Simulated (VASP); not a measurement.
Set up this calculation in VASP 6.6.1, as the native input.

| Item | Value |
| --- | --- |
| Task | single point |
| Functional | LDA |
| Potentials or basis | VASP PAW LDA potentials, release 64 (Al, N) |
| Cutoff | 600 eV |
| k mesh | 10 × 10 × 10 |
| Occupations | gaussian, width 0.02 eV |
| Spin | no spin polarisation |
| Dipole correction | no |
| Further INCAR settings | ALGO = Normal; EDIFF = 1e-06; NBANDS = 11 |

The structure of AlN lies in POSCAR:

```
AlN
1.0
    0.0000000000      2.0050835843      2.0050835843
    2.0050835843      0.0000000000      2.0050835843
    2.0050835843      2.0050835843      0.0000000000
Al N
1 1
Direct
    0.5000000000      0.5000000000      0.5000000000
    0.0000000000      0.0000000000      0.0000000000
```

These files were run (other wordings do the same):

INCAR

```
PREC = Accurate
ENCUT = 600
EDIFF = 1E-6
ISMEAR = 0
SIGMA = 0.02
LREAL = F
LASPH = T
NELM = 120
ALGO = Normal
ISIF = 2
LWAVE = F
LCHARG = F
NBANDS = 11
GGA_COMPAT = F
```

KPOINTS

```
regular mesh
0
Gamma
  10 10 10
```

Potentials or basis: VASP PAW LDA potentials, release 64 (Al, N).

Command:

```console
$ cat potpaw_LDA.64/Al/POTCAR potpaw_LDA.64/N/POTCAR > POTCAR
$ mpirun -np 1 vasp_std > vasp.out
```

Results of the run:

```
Pressure               : 0.7 GPa
Band gap on the k mesh : 4.70 eV (least direct gap 6.13 eV)
```

Wall time 9.3 s on 1 thread of AMD EPYC 7R43 64-Core Processor (Zen 3), on a shared host, peak memory 0.09 GiB.
